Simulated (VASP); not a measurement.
Runs of VASP 6.6.1 on TiAl. The structure is that of space group R-3m (No. 166), or close to it. The cells are those of the table. 

| cell | further INCAR settings | gap on the mesh (eV) | pressure (GPa) |
| --- | --- | --- | --- |
| a = 3.183 Å, angles 87.0°, 2 atoms | ALGO = Fast; EDIFF = 1e-06; NBANDS = 14 | none | (b) |
| a = 3.203 Å, angles 82.7°, 2 atoms | ALGO = Fast; EDIFF = 1e-07; NBANDS = 14 | none | (a) |
| a = 3.256 Å, angles 101.4°, 2 atoms | ALGO = Fast; EDIFF = 1e-06; NBANDS = 14 | none | 11.6 |
| a = 3.401 Å, angles 67.3°, 2 atoms | ALGO = Fast; EDIFF = 1e-06; NBANDS = 14 | none | 6.6 |
| a = 3.469 Å, angles 109.5°, 2 atoms | ALGO = Fast; EDIFF = 1e-06; NBANDS = 14 | none | 67.5 |

Alike in all rows: task single point; level LDA; potentials or basis VASP PAW LDA potentials, release 64 (Ti_sv, Al); no spin polarisation; k mesh 16 × 16 × 16; cutoff (eV) 520; smearing gaussian 0.15 eV.

**Question.** Fill in the values left out.

**Answer.** (a) -2.3; (b) -5.0.

Caveats: the cell stands under pressure (at least some runs); the cell stands under tension (at least some runs); atoms lie so close that the PAW spheres overlap strongly, which falsifies energies and pressures (at least some runs).

A gap of «none» marks levels without a gap at the run's occupations.
